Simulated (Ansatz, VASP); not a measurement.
**Hf: VASP beside Ansatz**

```
Hf
1.0
     0.00000    2.54399    1.60068
     2.54399    0.00000    1.60068
     2.54399    2.54399    0.00000
Hf
1
Direct
  0.00000 0.00000 0.00000
```

Alike in both runs: task single point; functional LDA; k mesh 20 × 20 × 20; occupations gaussian, width 0.15 eV; no spin polarisation.

```csv
,VASP,Ansatz
version,VASP 6.6.1,Ansatz 0.2.0
potentials or method,"VASP PAW LDA potentials, release 64 (Hf_pv), cutoff 520 eV","scalar-relativistic, plane waves, PAW"
valence electrons in the cell,10,26
```

```tsv
	VASP	Ansatz	Ansatz less VASP
gap on the k mesh at the Fermi level (eV)	none	none	-
pressure (GPa)	-1.1	-1.3	-0.15
traceless stress, the component that is largest in VASP (GPa)	-2.66	-2.61	+0.045
```

LDA's correlation is that of Perdew and Zunger in VASP and of Perdew and Wang (1992) in Ansatz. A gap of «none» marks a metal or a gap that the smearing closes. VASP's potentials hold 10 valence electrons a cell and Ansatz's 26, so a difference there can come from the potentials and not from the codes.

Spin-orbit coupling is off throughout.
